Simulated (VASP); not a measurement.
Wanted: the native input for a VASP 6.6.1 run.

```yaml
Task: relaxation of cell and atoms
Functional: LDA
Potentials_or_basis: VASP PAW LDA potentials, release 64 (P)
Cutoff: 500 eV
k_mesh: 14 × 14 × 14
Occupations: fermi-dirac, width 0.02 eV
Spin: no spin polarisation
Dipole_correction: no
Further_INCAR_settings: ALGO = Normal; EDIFF = 1e-07; IBRION = 2; EDIFFG = -0.01; NSW = 80; ISIF = 3
```

The structure of P lies in POSCAR:

```
P
1.0
    0.0000000000      2.6700000000      2.6700000000
    2.6700000000      0.0000000000      2.6700000000
    2.6700000000      2.6700000000      0.0000000000
P
2
Direct
    1.0000000000      1.0000000000      1.0000000000
    0.2500000000      0.2500000000      0.2500000000
```

This isn't the form of P at room conditions, which is orthorhombic.

The input as run:

INCAR

```
  PREC = Accurate
  ENCUT = 500
  EDIFF = 1E-7
  ISMEAR = -1
  SIGMA = 0.02
  LREAL = F
  LASPH = T
  NELM = 120
  ALGO = Normal
  ISIF = 3
  LWAVE = F
  LCHARG = F
  GGA = CA
  IBRION = 2
  NSW = 80
  EDIFFG = -0.01
  GGA_COMPAT = F
  NELMIN = 4
```

KPOINTS

```
regular mesh
0
Gamma
  14 14 14
```

Potentials or basis: VASP PAW LDA potentials, release 64 (P).

Launch:

```sh
$ cat potpaw_LDA.64/P/POTCAR > POTCAR
$ mpirun -np 1 vasp_std > vasp.out
```

Results of the run:

```
Pressure after relaxing : 0.0 GPa
Band gap on the k mesh  : zero (bands 5 and 6 overlap by 2.64 eV)
```

Caveat: the relaxation stopped at its first step, so nothing moved.

It took 36 s on 1 thread of Intel(R) Xeon(R) Platinum 8375C CPU @ 2.90GHz (Ice Lake), with other jobs on the host, peak memory 0.15 GiB.
